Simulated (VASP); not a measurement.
A run of VASP 6.6.1:

File INCAR:

```
SYSTEM = Si
PREC = Accurate
ENCUT = 520
EDIFF = 1E-7
ISMEAR = -1
SIGMA = 0.05
LREAL = .False.
LASPH = .True.
NELM = 60
ALGO = Normal
ISIF = 2
LWAVE = .False.
LCHARG = .True.
GGA = PS
LELF = .True.
LVHAR = .True.
NBANDS = 8
```

The input KPOINTS:

```
regular mesh
0
Gamma
  13 13 13
  0 0 0
```

File POSCAR:

```
Si
1.0
   -1.6376895151      1.6376895151      1.3290740111
    1.6376895151     -1.6376895151      1.3290740111
    1.6376895151      1.6376895151     -1.3290740111
Si
1
Direct
    0.0000000000      0.0000000000      0.0000000000
```

Potentials or basis: VASP PAW PBE potentials, release 64 (Si).

Run with:

```bash
$ cat potpaw_PBE.64/Si/POTCAR > POTCAR
$ mpirun -np 1 vasp_std > vasp.out
```

Hardware: 1 thread of Intel Xeon 8259CL, on a shared host.

Task: Estimate the wall time of this run.

Result: Run time: 32 s on 1 thread of Intel Xeon 8259CL (shared host), peak memory 0.13 GiB. Counts: scf iterations 11, k points 196.
